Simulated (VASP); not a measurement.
# GeW (CsCl type) (Pm-3m) in VASP: notebook, part 2 of 2

VASP 6.6.1. Earlier steps stand in the parts before.

### Step 3. Single point, PBE (11.55 Å³/atom)

This run uses another cell than the first one, of 11.55 Å³/atom.

Input file INCAR:

```
SYSTEM = GeW
PREC = Accurate
ENCUT = 520
EDIFF = 1E-6
ISMEAR = -1
SIGMA = 0.05
LREAL = .False.
LASPH = .True.
NELM = 100
ALGO = Normal
ISIF = 2
LWAVE = .False.
LCHARG = .False.
GGA = PE
NBANDS = 21
```

Input file KPOINTS:

```
regular mesh
0
Gamma
  14 14 14
  0 0 0
```

Input file POSCAR:

```
GeW
1.0
    2.8480238347      0.0000000000      0.0000000000
    0.0000000000      2.8480238347      0.0000000000
    0.0000000000      0.0000000000      2.8480238347
W Ge
1 1
Direct
    0.0000000000      0.0000000000      0.0000000000
    0.5000000000      0.5000000000      0.5000000000
```

Potentials or basis: VASP PAW PBE potentials, release 64 (W_sv, Ge_d).

Run with:

```bash
cat potpaw_PBE.64/W_sv/POTCAR potpaw_PBE.64/Ge_d/POTCAR > POTCAR
mpirun -np 1 vasp_std > vasp.out
```

OUTCAR:

```text
SYSTEM = GeW
   PREC = Accurate
   ENCUT = 520
   EDIFF = 1E-6
   ISMEAR = -1
   LREAL = .False.
   LASPH = .True.
   NELM = 100
   ISIF = 2
   GGA = PE

 ion  position               nearest neighbor table
   1  0.000  0.000  0.000-   2 2.47   2 2.47   2 2.47   2 2.47   2 2.47   2 2.47   2 2.47   2 2.47

   2  0.500  0.500  0.500-   1 2.47   1 2.47   1 2.47   1 2.47   1 2.47   1 2.47   1 2.47   1 2.47

  LATTYP: Found a simple cubic cell.
 ALAT       =     2.8480238347

[... 764 lines left out ...]

------------------------ aborting loop because EDIFF is reached ----------------------------------------

  FORCE on cell =-STRESS in cart. coord.  units (eV):
  Direction    XX          YY          ZZ          XY          YZ          ZX
  --------------------------------------------------------------------------------------
  -------------------------------------------------------------------------------------
  Total       16.4825524     16.4825524     16.4825524      0.0000000      0.0000000     -0.0000000
  in kB     1143.1525468   1143.1525468   1143.1525468      0.0000000      0.0000000     -0.0000000
  external PRESSURE =    1143.1525468 kB  Pullay stress =       0.0000000 kB

 VOLUME and BASIS-vectors are now :
 -----------------------------------------------------------------------------
  energy-cutoff  :      520.00
  volume of cell :       23.10
      direct lattice vectors                 reciprocal lattice vectors
     2.848023835  0.000000000  0.000000000     0.351120657  0.000000000  0.000000000
     0.000000000  2.848023835  0.000000000     0.000000000  0.351120657  0.000000000
     0.000000000  0.000000000  2.848023835     0.000000000  0.000000000  0.351120657

 POSITION                                       TOTAL-FORCE (eV/Angst)
 -----------------------------------------------------------------------------------
      0.00000      0.00000      0.00000         0.000000      0.000000      0.000000
      1.42401      1.42401      1.42401         0.000000      0.000000      0.000000
 -----------------------------------------------------------------------------------
    total drift:                                0.000000      0.000000     -0.000000

  FREE ENERGIE OF THE ION-ELECTRON SYSTEM (eV)
  ---------------------------------------------------
  free  energy   TOTEN  =       -14.5086472561 eV

  energy  without entropy=      -14.4935678590  energy(sigma->0) =      -14.50110756
```

stdout:

```text
POSCAR found type information on POSCAR W Ge
 POSCAR found :  2 types and       2 ions
 scaLAPACK will be used
 LDA part: xc-table for (Slater+PW92), standard interpolation
 POSCAR, INCAR and KPOINTS ok, starting setup
 FFT: planning ... GRIDC
 FFT: planning ... GRID_SOFT
 FFT: planning ... GRID
 WAVECAR not read
 entering main loop
```

It took 45 s on 1 thread of Intel Xeon 8259CL, shared host; peak memory 0.19 GiB.

Results:

```yaml
Free_energy: -14.5086 eV
Pressure: 114.3 GPa
Band_gap_on_the_k_mesh: zero (bands 14 and 15 overlap by 6.22 eV)
```

Caveat: the cell stands under pressure; spin-orbit coupling is left out, which moves the levels of the heavy elements.

### Step 4. Single point, PBE (14.63 Å³/atom)

This run uses another cell than the first one, of 14.63 Å³/atom.

Input file INCAR:

```
SYSTEM = GeW
PREC     = Accurate       ! precision mode
ENCUT    = 520            ! plane-wave cutoff, eV
EDIFF    = 1E-7           ! SCF threshold, eV
ISMEAR   = -1             ! smearing method
SIGMA    = 0.05           ! smearing width, eV
LREAL    = .False.        ! projectors in reciprocal space
LASPH    = .True.         ! aspherical terms in the spheres
NELM     = 100            ! most SCF steps
ALGO     = Normal         ! electronic algorithm
ISIF     = 2              ! what is computed and relaxed
LWAVE    = .False.        ! write WAVECAR
LCHARG   = .False.        ! write CHGCAR
GGA      = PE             ! functional
NBANDS   = 21             ! bands
```

KPOINTS is that of step 3.

Input file POSCAR:

```
GeW
1.0
    3.0815158092      0.0000000000      0.0000000000
    0.0000000000      3.0815158092      0.0000000000
    0.0000000000      0.0000000000      3.0815158092
W Ge
1 1
Direct
    0.0000000000      0.0000000000      0.0000000000
    0.5000000000      0.5000000000      0.5000000000
```

Run with:

```bash
cat potpaw_PBE.64/W_sv/POTCAR potpaw_PBE.64/Ge_d/POTCAR > POTCAR
mpirun -np 1 vasp_std > vasp.out
```

Run time: 63 s. Hardware: 1 thread of Intel Xeon 8259CL, shared host; peak memory 0.2 GiB.

The run converged. Its results:

- Free energy: -16.5800 eV
- Pressure: 12.3 GPa
- Band gap on the k mesh: zero (bands 14 and 15 overlap by 4.54 eV)

Levels at points of the mesh, in eV from the Fermi level:
```
           k point  band 11  band 12  band 13  band 14  band 15  band 16  band 17  band 18
(0.00, 0.00, 0.00)    -3.54    -3.54     1.68     1.68     1.68     2.33     2.33     2.33
(0.50, 0.00, 0.00)    -8.17    -2.71    -1.98    -1.98     1.94     3.60     6.98     9.40
(0.50, 0.50, 0.00)    -3.83    -3.83    -3.50    -0.25    -0.25     3.65     4.18     5.29
(0.50, 0.50, 0.50)    -6.18    -6.18    -5.19     3.77     3.77     3.77     3.82     3.82
```

Caveat: the cell stands under pressure; spin-orbit coupling is left out, which moves the levels of the heavy elements.
